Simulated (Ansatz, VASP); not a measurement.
## TaRu: VASP beside Ansatz

```xyz
2
Lattice="3.0060 0.0000 0.0000 0.0000 3.0060 0.0000 0.0000 0.0000 3.3616" Properties=species:S:1:pos:R:3 pbc="T T T"
Ta    1.5030    1.5030    1.6808
Ru    0.0000    0.0000    0.0000
```

Alike in both runs: functional LDA; k mesh 14 × 14 × 12; occupations fermi-dirac, width 0.15 eV; no spin polarisation.

Ansatz relaxed the structure, and its values are those at the end. VASP's run is a single point on that final structure, the one shown.

```csv
,VASP,Ansatz
version,VASP 6.6.1,Ansatz 0.2.0
potentials or method,"VASP PAW LDA potentials, release 64 (Ta_pv, Ru_pv), cutoff 520 eV","scalar-relativistic, plane waves, PAW"
valence electrons in the cell,25,29
```

|  | VASP | Ansatz | Ansatz less VASP |
| --- | --- | --- | --- |
| gap on the k mesh at the Fermi level (eV) | none | none | - |
| pressure (GPa) | 1.0 | 0.0 | -1.04 |

LDA's correlation is that of Perdew and Zunger in VASP and of Perdew and Wang (1992) in Ansatz. A gap of «none» marks a metal or a gap that the smearing closes. VASP's potentials hold 25 valence electrons a cell and Ansatz's 29, so a difference there can come from the potentials and not from the codes.

Spin-orbit coupling is off throughout.
